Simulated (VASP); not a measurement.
# CaSiH6 in VASP: settings compared, part 2 of 2

VASP 6.6.1. The steps go on from the part before.

## Step 3: Single point, PBEsol

Contents of INCAR:

```
PREC = Accurate ; ENCUT = 520
EDIFF = 1E-6 ; ISMEAR = -1
SIGMA = 0.05 ; LREAL = F
LASPH = T ; NELM = 60
ALGO = Normal ; ISIF = 2
LWAVE = F ; LCHARG = F
GGA = PS ; NBANDS = 20
```

Contents of KPOINTS:

```
regular mesh
0
Gamma
  4 4 4
```

Contents of POSCAR:

```
CaSiH6
1.0
    3.1149314104      1.7980278649      1.9477306843
   -3.1136803331      1.7991596254      1.9446404586
    0.0016198491     -3.5968083424      1.9458276655
Ca Si H
1 1 6
Direct
   -0.0121260692      0.0171727349     -0.0041708511
    0.4878743412      0.5171707128      0.4958309995
    0.5543276625      0.2887929872      0.1647643857
    0.2596695686      0.1862127659      0.5622397788
    0.8186673766      0.4505775471      0.7239128604
    0.7160823864      0.8481256471      0.4294215510
    0.4214215203      0.7455472686      0.8268967114
    0.1570821364      0.5837618281      0.2677488030
```

Potentials or basis: VASP PAW PBE potentials, release 64 (Ca_sv, Si, H).

On the command line:

```console
$ cat potpaw_PBE.64/Ca_sv/POTCAR potpaw_PBE.64/Si/POTCAR potpaw_PBE.64/H/POTCAR > POTCAR
$ mpirun -np 1 vasp_std > vasp.out
```

OUTCAR:

```text
PREC = Accurate
   ENCUT = 520
   EDIFF = 1E-6
   ISMEAR = -1
   LREAL = F
   LASPH = T
   NELM = 60
   ISIF = 2
   GGA = PS

 ion  position               nearest neighbor table
   1  0.988  0.017  0.996-   2 2.92   2 2.92
   2  0.488  0.517  0.496-   7 1.60   3 1.60   6 1.60   4 1.60   8 1.60   5 1.60   1 2.92   1 2.92

   3  0.554  0.289  0.165-   2 1.60
   4  0.260  0.186  0.562-   2 1.60
   5  0.819  0.451  0.724-   2 1.60
   6  0.716  0.848  0.429-   2 1.60
   7  0.421  0.746  0.827-   2 1.60
   8  0.157  0.584  0.268-   2 1.60

  LATTYP: Found a triclinic cell.
 ALAT       =     4.0894104929
 B/A-ratio  =     1.5231343013
 C/A-ratio  =     0.9997108076
 COS(alpha) =     0.0006289242
 COS(beta)  =     0.1610401764
 COS(gamma) =     0.7614478318

  Lattice vectors:

 A1 = (   0.0016198491,  -3.5968083424,   1.9458276655)
 A2 = (  -3.1133115613,  -5.3948362073,  -0.0019030188)
 A3 = (   3.1136803331,  -1.7991596254,  -1.9446404586)

Analysis of symmetry for initial positions (statically):
=====================================================================
 Subroutine PRICEL returns:
 Original cell was already a primitive cell.

 Routine SETGRP: Setting up the symmetry group for a
 triclinic supercell.

 Subroutine GETGRP returns: Found  2 space group operations
 (whereof  1 operations were pure point group operations)
 out of a pool of  2 trial point group operations.

The static configuration has the point symmetry C_1 .
 The point group associated with its full space group is S_2 .

Analysis of symmetry for dynamics (positions and initial velocities):
=====================================================================
 Subroutine PRICEL returns:
 Original cell was already a primitive cell.

 Routine SETGRP: Setting up the symmetry group for a
 triclinic supercell.

 Subroutine GETGRP returns: Found  2 space group operations
 (whereof  1 operations were pure point group operations)
 out of a pool of  2 trial point group operations.

The dynamic configuration has the point symmetry C_1 .
 The point group associated with its full space group is S_2 .

 Subroutine INISYM returns: Found  2 space group operations
 (whereof  1 operations are pure point group operations),
 and found     1 'primitive' translations

----------------------------------------------------------------------------------------

                                     Primitive cell

  volume of cell :      65.3992

  direct lattice vectors                    reciprocal lattice vectors
     3.114931410  1.798027865  1.947730684     0.160481323  0.092689717  0.171200769
    -3.113680333  1.799159625  1.944640459    -0.160617605  0.092630532  0.171358673
     0.001619849 -3.596808342  1.945827665    -0.000118666 -0.185354383  0.171297801

  length of vectors
     4.090153630  4.088227866  4.089410493     0.252300103  0.252472227  0.252387001

  position of ions in fractional coordinates (direct lattice)
[... 43 lines left out ...]

 Found     36 irreducible k-points:

 Following reciprocal coordinates:
            Coordinates               Weight
  0.000000  0.000000  0.000000      1.000000
  0.250000  0.000000  0.000000      2.000000
  0.500000  0.000000  0.000000      1.000000
  0.000000  0.250000  0.000000      2.000000
  0.250000  0.250000  0.000000      2.000000
  0.500000  0.250000 -0.000000      2.000000
[... 16 lines left out ...]
 -0.000000 -0.250000  0.250000      2.000000
  0.250000 -0.250000  0.250000      2.000000
 [... further k-points ...]
   k-points           NKPTS =     36   k-points in BZ     NKDIM =     36   number of bands    NBANDS=     20
   number of dos      NEDOS =    301   number of ions     NIONS =      8
   total plane-waves  NPLWV =  27000
   dimension x,y,z NGX =    30 NGY =   30 NGZ =   30
   dimension x,y,z NGXF=    60 NGYF=   60 NGZF=   60
   ions per type =               1   1   6
   NGX,Y,Z   is equivalent  to a cutoff of  12.19, 12.20, 12.20 a.u.
   NGXF,Y,Z  is equivalent  to a cutoff of  24.39, 24.40, 24.39 a.u.
 SYSTEM =  unknown system
   PREC   = accura    normal or accurate (medium, high low for compatibility)
   ISTART =      0    job   : 0-new  1-cont  2-samecut
   ICHARG =      2    charge: 1-file 2-atom 10-const
   ISPIN  =      1    spin polarized calculation?
   LNONCOLLINEAR =      F non collinear calculations
   LSORBIT =      F    spin-orbit coupling
   LASPH  =      T    aspherical Exc in radial PAW
   ENCUT  =  520.0 eV  38.22 Ry    6.18 a.u.   7.60  7.60  7.60*2*pi/ulx,y,z
   NELM   =     60;   NELMIN=  2; NELMDL= -5     # of ELM steps
   EDIFF  = 0.1E-05   stopping-criterion for ELM
   LREAL  =      F    real-space projection
   EDIFFG = 0.1E-04   stopping-criterion for IOM
   NSW    =      0    number of steps for IOM
   IBRION =     -1    ionic relax: 0-MD 1-quasi-New 2-CG
   NFREE  =      0    steps in history (QN), initial steepest desc. (CG)
   ISIF   =      2    stress and relaxation
   ISYM   =      2    0-nonsym 1-usesym 2-fastsym
   POTIM  = 0.5000    time-step for ionic-motion
   TEBEG  =    0.0;   TEEND  =   0.0 temperature during run
   PSTRESS=    0.0 pullay stress
   NELECT =      20.0000    total number of electrons
   NUPDOWN=      -1.0000    fix difference up-down
   EMIN   =  10.00;   EMAX   =-10.00  energy-range for DOS
   EFERMI =   0.00;   METHOD = LEGACY
   ISMEAR =    -1;   SIGMA  =   0.05  broadening in eV -4-tet -1-fermi 0-gaus
   EFERMI_NEDOS =   21; number of points for ismear=-14 and -15
   IALGO  =     38    algorithm
   IMIX   =      4    mixing-type and parameters
     AMIX     =   0.40;   BMIX     =  1.00
     AMIX_MAG =   1.60;   BMIX_MAG =  1.00
  volume/ion in A,a.u.               =       8.17        55.17
  Fermi-wavevector in a.u.,A,eV,Ry     =   1.102962  2.084296 16.551836  1.216526
  Thomas-Fermi vector in A             =   2.239413
   LORBIT       =      0    0 simple, 1 ext, 2 COOP (PROOUT), +10 PAW based schemes
   GGA     = PS    functional components
   LHFCALC =     F    Hartree Fock is set to
   AEXX    =    0.0000 exact exchange contribution
   IVDW    =     0    specifies the selected vdW correction
   LEPSILON=     F    determine dielectric tensor
   LRPA    =     F    only Hartree local field effects (RPA)
 non-spin polarized calculation
  energy-cutoff  :      520.00
  volume of cell :       65.40
 maximum number of plane-waves:      1774
   NGX = 15   NGY = 15   NGZ = 15

 number of electron      19.9999998 magnetization

 Free energy of the ion-electron system (eV)
  ---------------------------------------------------
  ext. energy  EPLUGINS =         0.00000000
  ---------------------------------------------------
  free energy    TOTEN  =       -29.25625704 eV

  energy without entropy =      -29.25625702  energy(sigma->0) =      -29.25625703

 E-fermi :   3.0612     XC(G=0):  -9.6958

 val. band max:        2.2507150405   @ k =   0.0000   0.5000   0.0000
 cond. band min:       3.8163733120   @ k =   0.0000   0.0000   0.0000
 fundamental gap:      1.5656582714
 Fermi energy:         3.0611867145

 k-point     1 :       0.0000    0.0000    0.0000
  band No.  band energies     occupation
      1     -37.2360      2.00000
      2     -18.4029      2.00000
      3     -18.3182      2.00000
      4     -18.3180      2.00000
      5      -8.1683      2.00000
      6      -1.0864      2.00000
[... 541 lines left out ...]
     19      11.1055      0.00000
     20      12.4506      0.00000

 [... further k-points ...]

------------------------ aborting loop because EDIFF is reached ----------------------------------------

  FORCE on cell =-STRESS in cart. coord.  units (eV):
  Direction    XX          YY          ZZ          XY          YZ          ZX
  --------------------------------------------------------------------------------------
  -------------------------------------------------------------------------------------
  Total       -0.0134914     -0.0251201      0.0291227      0.0033806     -0.0006103     -0.0103207
  in kB       -0.3305186     -0.6154022      0.7134610      0.0828199     -0.0149525     -0.2528408
  external PRESSURE =      -0.0774866 kB  Pullay stress =       0.0000000 kB

 VOLUME and BASIS-vectors are now :
 -----------------------------------------------------------------------------
  energy-cutoff  :      520.00
  volume of cell :       65.40
      direct lattice vectors                 reciprocal lattice vectors
     3.114931410  1.798027865  1.947730684     0.160481323  0.092689717  0.171200769
    -3.113680333  1.799159625  1.944640459    -0.160617605  0.092630532  0.171358673
     0.001619849 -3.596808342  1.945827665    -0.000118666 -0.185354383  0.171297801

 POSITION                                       TOTAL-FORCE (eV/Angst)
 -----------------------------------------------------------------------------------
      3.02530     -1.77469      3.89522         0.000000      0.000000      0.000000
     -0.08981      0.02428      2.92076         0.000000      0.000000      0.000000
      0.82775      0.92366      1.96188        -0.002430     -0.000454      0.004755
      0.22996     -1.22035      1.96190         0.000511      0.002559      0.005062
      1.14831     -0.32113      3.87936        -0.001671      0.001946     -0.004648
     -0.40955      1.26890      3.87962        -0.000511     -0.002559     -0.005062
     -1.00736     -0.87510      3.87964         0.002430      0.000454     -0.004755
     -1.32791      0.36968      1.96215         0.001671     -0.001946      0.004648
 -----------------------------------------------------------------------------------
    total drift:                               -0.003888      0.002649      0.000204

  FREE ENERGIE OF THE ION-ELECTRON SYSTEM (eV)
  ---------------------------------------------------
  free  energy   TOTEN  =       -29.2562570367 eV

  energy  without entropy=      -29.2562570223  energy(sigma->0) =      -29.25625703
```

Wall time 62 s (1 thread of Oxide Virtual Turin-like, shared host); peak memory 0.16 GiB.

What came out:

* Free energy: -29.2563 eV
* Pressure: 0.0 GPa
* Largest force: 0.006 eV/Å
* Band gap on the k mesh: 1.57 eV (least direct gap 3.27 eV)

Forces on the atoms (eV/Å):
```
Ca   0.000  0.000  0.000
Si   0.000  0.000  0.000
H   -0.002  0.000  0.005
H    0.001  0.003  0.005
H   -0.002  0.002 -0.005
H   -0.001 -0.003 -0.005
H    0.002  0.000 -0.005
H    0.002 -0.002  0.005
```

Stress tensor (GPa, compression positive):
```
-0.03  0.01 -0.03
 0.01 -0.06  0.00
-0.03  0.00  0.07
```

Levels at points of the mesh, in eV from the valence-band top:
```
           k point  band 8  band 9  band 10  band 11  band 12  band 13
(0.00, 0.00, 0.00)   -2.94   -1.71    -1.70     1.57     4.30     4.31
(0.50, 0.00, 0.00)   -3.11   -0.72     0.00     3.67     3.99     4.22
(0.00, 0.50, 0.00)   -3.11   -0.72     0.00     3.68     3.98     4.23
(0.50, 0.50, 0.00)   -2.81   -2.54    -0.65     2.99     4.60     5.66
(0.00, 0.00, 0.50)   -3.11   -0.72     0.00     3.67     3.99     4.23
(0.50, 0.00, 0.50)   -2.80   -2.54    -0.66     2.99     4.60     5.66
(0.00, 0.50, 0.50)   -2.81   -2.54    -0.66     2.99     4.59     5.66
(0.50, 0.50, 0.50)   -4.75   -2.54    -2.54     4.33     5.46     5.66
```

Caveat: the PAW data sets were made with another functional, which shifts forces and pressure a little. A k mesh can miss the band edges.

## Step 4: Relaxation of cell and atoms, PBEsol

This run uses another cell than the first one, of 13.00 Å³/atom.

Contents of INCAR:

```
SYSTEM = CaSiH6
PREC = Accurate ; ENCUT = 600
EDIFF = 1E-6 ; ISMEAR = -1
SIGMA = 0.03 ; LREAL = .FALSE.
LASPH = .TRUE. ; NELM = 100
ALGO = Normal ; ISIF = 3
LWAVE = .FALSE. ; LCHARG = .FALSE.
GGA = PS ; IBRION = 2
NSW = 100 ; EDIFFG = -0.01
```

Contents of KPOINTS:

```
regular mesh
0
G
  4 4 4
  0 0 0
```

Contents of POSCAR:

```
CaSiH6
1.0
    3.5896112900      2.0724630400      2.3291176900
   -3.5896112900      2.0724630400      2.3291176900
    0.0000000000     -4.1449260900      2.3291176900
Ca Si H
1 1 6
Direct
    0.0000000000      0.0000000000      0.0000000000
    0.5000000000      0.5000000000      0.5000000000
    0.5829775400      0.2642506400      0.2194230800
    0.2642506400      0.2194230800      0.5829775400
    0.7805769200      0.4170224600      0.7357493600
    0.7357493600      0.7805769200      0.4170224600
    0.4170224600      0.7357493600      0.7805769200
    0.2194230800      0.5829775400      0.2642506400
```

On the command line:

```console
$ cat potpaw_PBE.64/Ca_sv/POTCAR potpaw_PBE.64/Si/POTCAR potpaw_PBE.64/H/POTCAR > POTCAR
$ mpirun -np 1 vasp_std > vasp.out
```

It took 13 min on 1 thread of Oxide Virtual Turin-like, shared host; peak memory 0.23 GiB.

Results (log left out):

| Quantity | Value |
| --- | --- |
| Free energy | -29.2627 eV |
| Relaxed volume | 8.20 Å³/atom |
| Relaxed cell | a = 4.094 Å, b = 4.094 Å, c = 4.094 Å, α = 99.22°, β = 99.22°, γ = 99.22° |
| Space group after relaxing (to 0.1 Å) | R-3 (No. 148) |
| Energy gained by relaxing | 233.8 meV/atom |
| Ionic steps | 38 |
| Pressure after relaxing | 0.0 GPa |
| Largest force after relaxing | 0.006 eV/Å |
| Band gap on the k mesh | 1.56 eV (least direct gap 3.26 eV) |

Forces in eV/Å, atoms in the order of the input:
```
Ca   0.000  0.000  0.000
Si   0.000  0.000  0.000
H    0.004  0.002  0.004
H    0.000 -0.004  0.004
H    0.004 -0.002 -0.004
H    0.000  0.004 -0.004
H   -0.004 -0.002 -0.004
H   -0.004  0.002  0.004
```

Step by step:
| step | energy change (eV) | largest force (eV/Å) | pressure (GPa) | volume (Å³) |
| --- | --- | --- | --- | --- |
| 1 | 0.0000 | 0.7513 | -12.51 | 103.96 |
| 2 | -1.0294 | 0.2075 | -7.49 | 89.42 |
| 3 | -1.2139 | 0.8329 | -3.11 | 82.76 |
| 4 | -1.2175 | 0.9383 | -2.37 | 81.85 |
| 5 | -1.4987 | 0.7323 | -1.91 | 77.05 |
| 6 | -1.7802 | 0.2391 | 3.65 | 63.75 |
| 7 | -1.8047 | 0.3315 | 1.72 | 66.72 |
| 8 | -1.8052 | 0.3088 | 2.06 | 66.12 |
| 9 | -1.8419 | 0.1736 | -1.21 | 67.52 |
| 10 | -1.8429 | 0.1516 | -0.77 | 67.32 |
| 11 | -1.8520 | 0.0509 | -0.22 | 66.93 |
| 12 | -1.8525 | 0.0303 | -0.05 | 66.81 |
| 13 | -1.8538 | 0.0274 | 0.07 | 66.72 |
| 14 | -1.8547 | 0.0255 | 0.27 | 66.59 |
| 15 | -1.8550 | 0.0302 | -0.15 | 66.85 |
| 16 | -1.8551 | 0.0219 | -0.05 | 66.78 |
| 17 | -1.8553 | 0.0191 | -0.08 | 66.83 |
| 18 | -1.8558 | 0.0277 | -0.13 | 66.98 |
| 19 | -1.8561 | 0.0278 | -0.10 | 66.96 |
| 20 | -1.8567 | 0.0294 | -0.02 | 66.90 |
| 21 | -1.8578 | 0.0380 | 0.13 | 66.79 |
| 22 | -1.8587 | 0.0618 | 0.42 | 66.57 |
| 23 | -1.8588 | 0.0611 | 0.42 | 66.56 |
| 24 | -1.8591 | 0.0592 | 0.40 | 66.56 |
| 25 | -1.8597 | 0.0552 | 0.37 | 66.55 |
| 26 | -1.8607 | 0.0473 | 0.30 | 66.52 |
| 27 | -1.8621 | 0.0355 | 0.09 | 66.47 |
| 28 | -1.8613 | 0.0658 | -0.33 | 66.38 |
| 29 | -1.8625 | 0.0367 | -0.03 | 66.44 |
| 30 | -1.8641 | 0.0317 | -0.13 | 66.42 |
| 31 | -1.8674 | 0.0358 | -0.46 | 66.36 |
| 32 | -1.8655 | 0.0968 | -1.15 | 66.24 |
| 33 | -1.8680 | 0.0514 | -0.67 | 66.33 |
| 34 | -1.8694 | 0.0164 | -0.33 | 66.05 |
| 35 | -1.8698 | 0.0167 | -0.07 | 65.84 |
| 36 | -1.8698 | 0.0180 | -0.05 | 65.83 |
| 37 | -1.8699 | 0.0146 | -0.04 | 65.78 |
| 38 | -1.8700 | 0.0058 | -0.01 | 65.64 |

Final structure:
```
Ca Si H
1.0
     3.11849    1.80046    1.94844
    -3.11849    1.80046    1.94844
     0.00000   -3.60092    1.94844
Ca Si H
1 1 6
Direct
  0.00000 0.00000 0.00000
  0.50000 0.50000 0.50000
  0.56624 0.27231 0.16914
  0.27231 0.16914 0.56624
  0.83086 0.43376 0.72769
  0.72769 0.83086 0.43376
  0.43376 0.72769 0.83086
  0.16914 0.56624 0.27231
```

Levels at points of the mesh, in eV from the valence-band top:
| k point | band 7 | band 8 | band 9 | band 10 | band 11 | band 12 | band 13 | band 14 |
| --- | --- | --- | --- | --- | --- | --- | --- | --- |
| (0.00, 0.00, 0.00) | -2.94 | -2.94 | -1.69 | -1.69 | 1.56 | 4.30 | 4.30 | 5.19 |
| (0.50, 0.00, 0.00) | -3.65 | -3.10 | -0.71 | 0.00 | 3.67 | 3.98 | 4.22 | 4.71 |
| (0.50, 0.50, 0.00) | -4.81 | -2.79 | -2.54 | -0.65 | 2.99 | 4.58 | 5.65 | 5.75 |
| (0.50, 0.50, 0.50) | -4.74 | -4.74 | -2.52 | -2.52 | 4.33 | 5.45 | 5.64 | 5.64 |

Caveat: the volume moved by over 15 % at a fixed basis, so the end points are rough; the PAW data sets were made with another functional, which shifts forces and pressure a little. A k mesh can miss the band edges.

## Step 5: Single point, r2SCAN+rVV10

This run uses another cell than the first one, of 8.42 Å³/atom.

Contents of POSCAR:

```
CaSiH6
1.0
    3.1505878367      1.8189927342      1.9596256760
   -3.1505878367      1.8189927342      1.9596256760
    0.0000000000     -3.6379854726      1.9596256721
Ca Si H
1 1 6
Direct
    0.0000000000      0.0000000000      0.0000000000
    0.5000000000      0.5000000000      0.5000000000
    0.5684504250      0.2563286123      0.1910077290
    0.2563286123      0.1910077290      0.5684504250
    0.8089922710      0.4315495750      0.7436713877
    0.7436713877      0.8089922710      0.4315495750
    0.4315495750      0.7436713877      0.8089922710
    0.1910077290      0.5684504250      0.2563286123
```

Contents of INCAR.step1:

```
PREC = Accurate
ENCUT = 520
ISMEAR = -1
SIGMA = 0.03
LREAL = F
LASPH = T
NELM = 80
NBANDS = 20
GGA = PE
ALGO = Normal
EDIFF = 1E-4
LWAVE = T
LCHARG = F
```

Contents of INCAR.step2:

```
PREC = Accurate
ENCUT = 520
EDIFF = 1E-6
ISMEAR = -1
SIGMA = 0.03
LREAL = F
LASPH = T
NELM = 80
ALGO = Normal
ISIF = 2
LWAVE = F
LCHARG = T
METAGGA = R2SCAN
LMIXTAU = T
LUSE_VDW = T
IVDW_NL = 2
BPARAM = 11.95
CPARAM = 0.0093
LELF = T
LVHAR = T
NBANDS = 20
ISTART = 1
```

Contents of KPOINTS:

```
Automatic mesh
0
Gamma
  6 6 6
```

On the command line:

```console
$ cat potpaw_PBE.64/Ca_sv/POTCAR potpaw_PBE.64/Si/POTCAR potpaw_PBE.64/H/POTCAR > POTCAR
$ cp INCAR.step1 INCAR
$ mpirun -np 1 vasp_std > vasp.out
$ cp INCAR.step2 INCAR
$ mpirun -np 1 vasp_std > vasp.out
```

Wall time 5.2 min (1 thread of Oxide Virtual Turin-like, shared host); peak memory 0.32 GiB.

It converged, with:

- Free energy: -37.9577 eV
- Pressure: -0.1 GPa
- Largest force: 0.016 eV/Å
- Band gap on the k mesh: 2.22 eV (least direct gap 3.48 eV)

Forces in eV/Å, atoms in the order of the input:
```
Ca   0.000  0.000  0.000
Si   0.000  0.000  0.000
H   -0.008 -0.005  0.013
H    0.000  0.009  0.013
H   -0.008  0.004 -0.013
H    0.000 -0.009 -0.013
H    0.008  0.005 -0.013
H    0.008 -0.004  0.013
```

Stress tensor (GPa, compression positive):
```
-0.14  0.00  0.00
 0.00 -0.14  0.00
 0.00  0.00  0.12
```

Levels at points of the mesh, in eV from the valence-band top:
```
           k point  band 7  band 8  band 9  band 10  band 11  band 12  band 13  band 14
(0.00, 0.00, 0.00)   -3.14   -3.14   -1.48    -1.48     2.22     4.91     4.91     5.90
(0.50, 0.00, 0.00)   -3.75   -3.36   -0.54    -0.04     4.40     4.84     5.03     5.45
(0.50, 0.50, 0.00)   -4.85   -2.75   -2.71    -0.47     3.67     5.34     6.29     6.37
(0.50, 0.50, 0.50)   -4.57   -4.57   -2.54    -2.54     5.15     6.14     6.23     6.23
```

Caveat: the PAW data sets were made with another functional, which shifts forces and pressure a little. A k mesh can miss the band edges.

## Step 6: The runs side by side

```tsv
task	level	cell	k mesh	cutoff (eV)	smearing	gap on the mesh (eV)	pressure (GPa)	largest force (eV/Å)
single point	PBEsol	a = 4.089 Å, angles 99.2°, 8 atoms, atomic positions A	4 × 4 × 4	520	fermi-dirac 0.03 eV	1.56	0.0	0.01
single point	PBEsol	a = 4.090, b = 4.088, c = 4.089 Å, angles 99.3, 99.2, 99.2°, 8 atoms, atomic positions B	4 × 4 × 4	520	fermi-dirac 0.05 eV	1.57	0.0	0.01
relaxation of cell and atoms	PBEsol	relaxed from a = 4.754 Å, angles 98.0°, 8 atoms, atomic positions C	4 × 4 × 4	600	fermi-dirac 0.03 eV	1.56	0.0	0.01
single point	r2SCAN+rVV10	a = 4.132 Å, angles 99.4°, 8 atoms, atomic positions D	6 × 6 × 6	520	fermi-dirac 0.03 eV	2.22	-0.1	0.02
```

Alike in all rows: potentials or basis VASP PAW PBE potentials, release 64 (Ca_sv, Si, H); no spin polarisation.

Caveats: the PAW data sets were made with another functional, which shifts forces and pressure a little; the volume moved by over 15 % at a fixed basis, so the end points are rough (at least some runs).

Total energies depend on the potentials used, so only differences within one code and one set of settings carry meaning.
